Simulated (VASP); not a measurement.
Runs of VASP 6.6.1 on SnO2. The structure is that of space group Pnnm (No. 58), or close to it. The cells are those of the table. 

```csv
cell,gap on the mesh (eV),pressure (GPa),largest force (eV/Å)
"a = 4.933, b = 4.934, c = 3.333 Å, 6 atoms",0.35,-14.5,1.87
"a = 4.882, b = 4.883, c = 3.298 Å, 6 atoms",0.66,-7.2,3.09
"a = 4.609, b = 4.610, c = 3.114 Å, 6 atoms",2.44,34.5,5.73
"a = 4.830, b = 4.831, c = 3.263 Å, 6 atoms",0.95,-1.7,3.50
"a = 4.777, b = 4.777, c = 3.227 Å, 6 atoms",0.92,-2.9,3.38
"a = 4.551, b = 4.551, c = 3.075 Å, 6 atoms",2.88,(a),(b)
```

Alike in all rows: task single point; level LDA; potentials or basis VASP PAW LDA potentials, release 64 (Sn_d, O); no spin polarisation; k mesh 6 × 6 × 8; cutoff (eV) 520; smearing gaussian 0.05 eV.

Problem. Fill in the values left out.

Solution. (a) 43.4; (b) 4.92.

Caveats: spin-orbit coupling is left out, which moves the levels of the heavy elements; forces of over 1 eV/Å act on the atoms, so gaps and moduli don't describe the material at rest.

A k mesh can miss the band edges, and the runs leave out spin-orbit coupling on Sn.
